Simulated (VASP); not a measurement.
# InF (wurtzite type) (P6_3mc) in VASP: electric field gradients with PBE

Aim: the electric field gradients of InF (wurtzite type) with PBE.

All numbers are computed with VASP 6.6.1; they aren't measurements. Logs are shortened: lines on timing, memory, paths and dates and some standing lists are left out, and cuts for length are marked.

**1. The cell of the first run**

It takes space group P6_3mc (No. 186, hexagonal). Conventional cell: a = 3.644 Å, b = 3.644 Å, c = 8.905 Å, α = 90.00°, β = 90.00°, γ = 120.00°. In (site symmetry 3m) has 4 F at 2.45 to 3.19 Å within 3.2 Å. Within 3.2 Å of F (site symmetry 3m) lie 4 In at 2.45 to 3.19 Å.

**2. Electric field gradients, PBE**

File INCAR:

```
PREC = Accurate
ENCUT = 520
EDIFF = 1E-8
ISMEAR = -1
SIGMA = 0.05
LREAL = F
LASPH = T
NELM = 100
ALGO = Normal
ISIF = 2
LWAVE = F
LCHARG = F
GGA = PE
LEFG = T
NBANDS = 28
```

File KPOINTS:

```
regular mesh
0
Gamma
  14 14 8
```

File POSCAR:

```
InF
1.0
    3.6442862491      0.0000000000      0.0000000000
   -1.8221431245      3.1560444704      0.0000000000
    0.0000000000      0.0000000000      8.9050906643
In F
2 2
Direct
    0.3333333333      0.6666666667      0.0088071711
    0.6666666667      0.3333333333      0.5088071711
    0.3333333333      0.6666666667      0.3671928289
    0.6666666667      0.3333333333      0.8671928289
```

Potentials or basis: VASP PAW PBE potentials, release 64 (In_d, F).

The run is started by

```bash
$ cat potpaw_PBE.64/In_d/POTCAR potpaw_PBE.64/F/POTCAR > POTCAR
$ mpirun -np 1 vasp_std > vasp.out
```

OUTCAR:

```text
PREC = Accurate
   ENCUT = 520
   EDIFF = 1E-8
   ISMEAR = -1
   LREAL = F
   LASPH = T
   NELM = 100
   ISIF = 2
   GGA = PE

 ion  position               nearest neighbor table
   1  0.333  0.667  0.009-   4 2.45   4 2.45   4 2.45
   2  0.667  0.333  0.509-   3 2.45   3 2.45   3 2.45
   3  0.333  0.667  0.367-   2 2.45   2 2.45   2 2.45
   4  0.667  0.333  0.867-   1 2.45   1 2.45   1 2.45

  LATTYP: Found a hexagonal cell.
 ALAT       =     3.6442862491
 C/A-ratio  =     2.4435760683

  Lattice vectors:

 A1 = (   3.6442862491,   0.0000000000,   0.0000000000)
 A2 = (  -1.8221431245,   3.1560444704,   0.0000000000)
 A3 = (   0.0000000000,   0.0000000000,   8.9050906643)

Analysis of symmetry for initial positions (statically):
=====================================================================
 Subroutine PRICEL returns:
 Original cell was already a primitive cell.

 Routine SETGRP: Setting up the symmetry group for a
 hexagonal supercell.

 Subroutine GETGRP returns: Found 12 space group operations
 (whereof  6 operations were pure point group operations)
 out of a pool of 24 trial point group operations.

The static configuration has the point symmetry C_3v.
 The point group associated with its full space group is C_6v.

Analysis of symmetry for dynamics (positions and initial velocities):
=====================================================================
 Subroutine PRICEL returns:
 Original cell was already a primitive cell.

 Routine SETGRP: Setting up the symmetry group for a
 hexagonal supercell.

 Subroutine GETGRP returns: Found 12 space group operations
 (whereof  6 operations were pure point group operations)
 out of a pool of 24 trial point group operations.

The dynamic configuration has the point symmetry C_3v.
 The point group associated with its full space group is C_6v.

 Subroutine INISYM returns: Found 12 space group operations
 (whereof  6 operations are pure point group operations),
 and found     1 'primitive' translations

[... 141 lines left out ...]
  ---------------------------------------------------
  free energy    TOTEN  =       -14.98811311 eV

  energy without entropy =      -14.98811310  energy(sigma->0) =      -14.98811311

 E-fermi :   2.7412     XC(G=0):  -8.0802

 val. band max:        1.9212164984   @ k =   0.3571   0.2857   0.0000
 cond. band min:       3.5377182176   @ k =   0.5000   0.0000   0.0000
 fundamental gap:      1.6165017192
 Fermi energy:         2.7411607719

 k-point     1 :       0.0000    0.0000    0.0000
  band No.  band energies     occupation
      1     -20.4102      2.00000
      2     -20.4044      2.00000
      3     -11.6064      2.00000
      4     -11.6064      2.00000
      5     -11.6059      2.00000
      6     -11.6059      2.00000
[... 733 lines left out ...]
     27      10.0521      0.00000
     28      12.2978      0.00000

 [... further k-points ...]

------------------------ aborting loop because EDIFF is reached ----------------------------------------

  FORCE on cell =-STRESS in cart. coord.  units (eV):
  Direction    XX          YY          ZZ          XY          YZ          ZX
  --------------------------------------------------------------------------------------
  -------------------------------------------------------------------------------------
  Total       -0.0383817     -0.0383817     -0.0581720     -0.0000000      0.0000000     -0.0000000
  in kB       -0.6003999     -0.6003999     -0.9099774     -0.0000000      0.0000000     -0.0000000
  external PRESSURE =      -0.7035924 kB  Pullay stress =       0.0000000 kB

 VOLUME and BASIS-vectors are now :
 -----------------------------------------------------------------------------
  energy-cutoff  :      520.00
  volume of cell :      102.42
      direct lattice vectors                 reciprocal lattice vectors
     3.644286249  0.000000000  0.000000000     0.274402155  0.158426158  0.000000000
    -1.822143124  3.156044470  0.000000000     0.000000000  0.316852316  0.000000000
     0.000000000  0.000000000  8.905090664     0.000000000  0.000000000  0.112295319

 POSITION                                       TOTAL-FORCE (eV/Angst)
 -----------------------------------------------------------------------------------
     -0.00000      2.10403      0.07843        -0.000000      0.000000      0.017257
      1.82214      1.05201      4.53097         0.000000     -0.000000      0.017257
     -0.00000      2.10403      3.26989        -0.000000      0.000000     -0.017257
      1.82214      1.05201      7.72243         0.000000     -0.000000     -0.017257
 -----------------------------------------------------------------------------------
    total drift:                               -0.000000      0.000001      0.000089

  FREE ENERGIE OF THE ION-ELECTRON SYSTEM (eV)
  ---------------------------------------------------
  free  energy   TOTEN  =       -14.9881131111 eV

  energy  without entropy=      -14.9881131029  energy(sigma->0) =      -14.98811311

 Electric field gradients (V/A^2)
---------------------------------------------------------------------
 ion       V_xx      V_yy      V_zz      V_xy      V_xz      V_yz
---------------------------------------------------------------------
   1      -3.534    -3.534     7.068    -0.000     0.000    -0.000
   2      -3.534    -3.534     7.068    -0.000    -0.000     0.000
   3      11.812    11.807   -23.619    -0.005    -0.000     0.000
   4      11.812    11.807   -23.619    -0.005     0.000    -0.000
---------------------------------------------------------------------

 Electric field gradients after diagonalization (V/A^2)
 (convention: |V_zz| > |V_xx| > |V_yy|)
----------------------------------------------------------------------
 ion       V_xx      V_yy      V_zz     asymmetry (V_yy - V_xx)/ V_zz
----------------------------------------------------------------------
   1      -3.534    -3.534     7.068       0.000
   2      -3.534    -3.534     7.068       0.000
   3      11.815    11.804   -23.619       0.000
   4      11.815    11.804   -23.619       0.000
----------------------------------------------------------------------

           NMR quadrupolar parameters

 Cq : quadrupolar parameter    Cq=e*Q*V_zz/h
 eta: asymmetry parameters     (V_yy - V_xx)/ V_zz
 Q  : nuclear electric quadrupole moment in mb (millibarn)
----------------------------------------------------------------------
 ion       Cq(MHz)       eta       Q (mb)
----------------------------------------------------------------------
   1       0.017       0.000       1.000
   2       0.017       0.000       1.000
   3      -0.057       0.000       1.000
   4      -0.057       0.000       1.000
----------------------------------------------------------------------
```

OSZICAR:

```text
N       E                     dE             d eps       ncg     rms          rms(c)
DAV:   1     0.448099142118E+03    0.44810E+03   -0.19513E+04  6724   0.170E+03
DAV:   2     0.505449421198E+02   -0.39755E+03   -0.37838E+03  7100   0.446E+02
DAV:   3    -0.144036447329E+02   -0.64949E+02   -0.63849E+02  8072   0.185E+02
[... 11 lines left out ...]
DAV:  15    -0.149881130159E+02    0.19516E-05   -0.62950E-06  9548   0.167E-02    0.182E-03
DAV:  16    -0.149881131055E+02   -0.89546E-07   -0.67906E-07  8168   0.457E-03    0.910E-04
DAV:  17    -0.149881130864E+02    0.19095E-07   -0.40907E-08  5624   0.192E-03    0.522E-04
DAV:  18    -0.149881131072E+02   -0.20851E-07   -0.14265E-08  5436   0.130E-03    0.192E-04
DAV:  19    -0.149881131111E+02   -0.38126E-08   -0.21301E-09  3800   0.453E-04
   1 F= -.14988113E+02 E0= -.14988113E+02  d E =-.819856E-08
```

Wall time 5.3 min (1 thread of Intel Xeon Platinum 8488C (Sapphire Rapids), shared host); peak memory 0.42 GiB.

Results:

- Free energy: -14.9881 eV
- Pressure: -0.1 GPa
- Largest force: 0.017 eV/Å
- Band gap on the k mesh: 1.62 eV (least direct gap 1.83 eV)
- Largest electric field gradient by atom: In +7.1; F -23.6 V/Å²

Forces in eV/Å, atoms in the order of the input:
```
In   0.000  0.000  0.017
In   0.000  0.000  0.017
F    0.000  0.000 -0.017
F    0.000  0.000 -0.017
```

Levels at points of the mesh, in eV from the valence-band top:
```csv
k point,band 16,band 17,band 18,band 19,band 20,band 21,band 22,band 23,band 24,band 25
"(0.00, 0.00, 0.00)",-3.61,-3.58,-3.58,-3.10,-1.74,1.63,4.09,7.95,8.77,8.77
"(0.50, 0.00, 0.00)",-3.97,-3.86,-3.81,-0.73,-0.22,1.62,1.70,4.92,5.92,6.95
"(0.00, 0.00, 0.50)",-3.59,-3.59,-3.59,-2.45,-2.45,2.73,2.73,8.82,8.82,8.82
"(0.50, 0.00, 0.50)",-4.05,-3.83,-3.83,-0.51,-0.51,1.67,1.67,5.56,5.56,7.00
```

Electric field gradients, principal values (V/Å²):
```csv
atom,least,middle,greatest (by size)
1 In,-3.534,-3.534,7.068
2 In,-3.534,-3.534,7.068
3 F,11.804,11.815,-23.619
4 F,11.804,11.815,-23.619
```

Caveat: without QUAD_EFG the Cq values of the log hold for a quadrupole moment of 1 mb, not for the nuclei; spin-orbit coupling is left out, which moves the levels of the heavy elements. A k mesh can miss the band edges.
